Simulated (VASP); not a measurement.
## Zr: single point with PBE

Crystal: Zr.

```
Zr
1.0
     3.21237    0.00000    0.00000
    -1.60618    2.78199    0.00000
     0.00000    0.00000    5.14097
Zr
2
Direct
  0.33333 0.66667 0.25000
  0.66667 0.33333 0.75000
```

```json
{"Program": "VASP 6.6.1", "Task": "single point", "Functional": "PBE", "Potentials or basis": "VASP PAW PBE potentials, release 64 (Zr_sv)", "Cutoff": "520 eV", "k mesh": "14 × 14 × 8", "Occupations": "fermi-dirac, width 0.05 eV", "Spin": "no spin polarisation", "Dipole correction": "no", "Further INCAR settings": "ALGO = Normal; EDIFF = 1e-06; NBANDS = 19"}
```

* Pressure: 1.8 GPa
* Band gap on the k mesh: zero (bands 12 and 13 overlap by 1.14 eV)

Stress tensor (GPa, compression positive):
```
1.71 0.00 0.00
0.00 1.71 0.00
0.00 0.00 1.87
```

Levels at points of the mesh, in eV from the Fermi level:
```csv
k point,band 10,band 11,band 12,band 13,band 14,band 15
"(0.00, 0.00, 0.00)",-3.08,0.86,0.86,0.96,1.17,1.55
"(0.50, 0.00, 0.00)",-2.54,-2.20,-0.18,0.55,0.76,1.45
"(0.00, 0.00, 0.50)",-3.98,0.01,0.01,0.77,0.77,0.77
"(0.50, 0.00, 0.50)",-2.92,-1.10,-1.10,1.67,1.67,2.24
```

Run time: 29 s on 1 thread of Intel(R) Xeon(R) 6975P-C (Granite Rapids), with other jobs on the host, peak memory 0.21 GiB.
